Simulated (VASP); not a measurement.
Au, 1 atom in the cell. It takes space group Fm-3m (No. 225, cubic). The conventional cell has a = 4.193 Å, b = 4.193 Å, c = 4.193 Å, α = 90.00°, β = 90.00°, γ = 90.00°. Within 3.9 Å of Au (site symmetry m-3m) lie 12 Au at 2.97 Å.  This cell differs from its parent crystal: strain +0.025 along x and y, +0.025 along z.

- Program: VASP 6.6.1
- Task: single point
- Functional: r2SCAN
- Potentials or basis: VASP PAW PBE potentials, release 64 (Au)
- Cutoff: 520 eV
- k mesh: 20 × 20 × 20
- Occupations: gaussian, width 0.15 eV
- Spin: no spin polarisation
- Dipole correction: no
- Further INCAR settings: ALGO = Normal; EDIFF = 1e-06; NBANDS = 12

Potentials or basis: VASP PAW PBE potentials, release 64 (Au).

Run with:

```bash
$ cat potpaw_PBE.64/Au/POTCAR > POTCAR
$ cp INCAR.step1 INCAR
$ mpirun -np 1 vasp_std > vasp.out
$ cp INCAR.step2 INCAR
$ mpirun -np 1 vasp_std > vasp.out
```

Hardware: 1 thread of AMD EPYC 9R45 96-Core Processor (Zen 5), on a shared host.

Problem. Estimate the wall time of this run.

Solution. Wall time 2.4 min on 1 thread of AMD EPYC 9R45 96-Core Processor (Zen 5), on a shared host, peak memory 0.16 GiB. Counts: k points 256.
